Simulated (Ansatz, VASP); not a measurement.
## BN in VASP and in Ansatz

File POSCAR:

```
BN
1.0
   -2.5539396017      0.0000000000      0.0000000000
   -1.2769698008     -2.2117765748      0.0000000000
    0.0000000000      0.0000000000     12.9305650000
B N
6 6
Direct
    0.6666666667      0.6666666667      0.2246130401
    0.6666666667      0.6666666667      0.5515016950
    0.6666666667      0.6666666667      0.8783903499
    0.3333333333      0.3333333333      0.0611687127
    0.3333333333      0.3333333333      0.3880573676
    0.3333333333      0.3333333333      0.7149460225
    0.6666666667      0.6666666667      0.1022102371
    0.6666666667      0.6666666667      0.4290988920
    0.6666666667      0.6666666667      0.7559875469
    0.3333333333      0.3333333333      0.9194318743
    0.3333333333      0.3333333333      0.2656545645
    0.3333333333      0.3333333333      0.5925432194
```

INCAR.step1

```
PREC = Accurate
ENCUT = 520
ISMEAR = 0
SIGMA = 0.05
LREAL = F
LASPH = T
NELM = 60
NBANDS = 36
GGA = PE
ALGO = Normal
EDIFF = 1E-4
LWAVE = T
LCHARG = F
```

Contents of INCAR.step2:

```
PREC = Accurate
ENCUT = 520
EDIFF = 1E-6
ISMEAR = 0
SIGMA = 0.05
LREAL = F
LASPH = T
NELM = 60
ALGO = Normal
ISIF = 2
LWAVE = F
LCHARG = F
METAGGA = R2SCAN
LMIXTAU = T
NBANDS = 36
ISTART = 1
```

KPOINTS

```
Automatic mesh
0
Gamma
  10 10 2
```

Input for Ansatz:

```yaml
crystal:
  lattice:
    - [-2.5539396017, 0.0, 0.0]
    - [-1.2769698008, -2.2117765748, 0.0]
    - [0.0, 0.0, 12.930565]
  atoms:
    - { symbol: B, position: [0.6666666667, 0.6666666667, 0.2246130401] }
    - { symbol: B, position: [0.6666666667, 0.6666666667, 0.551501695] }
    - { symbol: B, position: [0.6666666667, 0.6666666667, 0.8783903499] }
    - { symbol: B, position: [0.3333333333, 0.3333333333, 0.0611687127] }
    - { symbol: B, position: [0.3333333333, 0.3333333333, 0.3880573676] }
    - { symbol: B, position: [0.3333333333, 0.3333333333, 0.7149460225] }
    - { symbol: "N", position: [0.6666666667, 0.6666666667, 0.1022102371] }
    - { symbol: "N", position: [0.6666666667, 0.6666666667, 0.429098892] }
    - { symbol: "N", position: [0.6666666667, 0.6666666667, 0.7559875469] }
    - { symbol: "N", position: [0.3333333333, 0.3333333333, 0.9194318743] }
    - { symbol: "N", position: [0.3333333333, 0.3333333333, 0.2656545645] }
    - { symbol: "N", position: [0.3333333333, 0.3333333333, 0.5925432194] }
basis:
  ecutwfc: 500
kpoints:
  mp_grid: { grid: [10, 10, 2] }
hamiltonian:
  xc: r2scan
scf:
  occupations: { method: gaussian, width: 0.05 }
output:
  forces: true
  stress: true
  eigenvalues: true
  write_density: true
  write_potential: true
  elf: true
  volumetric_format: npy
```

Alike in both runs: task single point; functional r2SCAN; k mesh 10 × 10 × 2; occupations gaussian, width 0.05 eV; no spin polarisation.

```csv
,VASP,Ansatz
version,VASP 6.6.1,Ansatz 0.2.0
potentials or method,"VASP PAW PBE potentials, release 64 (B, N), cutoff 520 eV","scalar-relativistic, plane waves, PAW"
valence electrons in the cell,48,48
```

|  | VASP | Ansatz | Ansatz less VASP |
| --- | --- | --- | --- |
| gap on the k mesh at the Fermi level (eV) | 5.67 | 5.70 | +0.028 |
| least direct gap on the mesh (eV) | 7.35 | 7.35 | +0.005 |
| pressure (GPa) | -8.4 | -9.4 | -1.00 |
| traceless stress, the component that is largest in VASP (GPa) | -8.38 | -8.30 | +0.077 |
| rms of the force components (eV/Å) | 0.524 | 0.518 | -0.0057 |

VASP's potentials were made for PBE, not for r2SCAN. Atom by atom the forces differ by 0.008 eV/Å (rms over components).
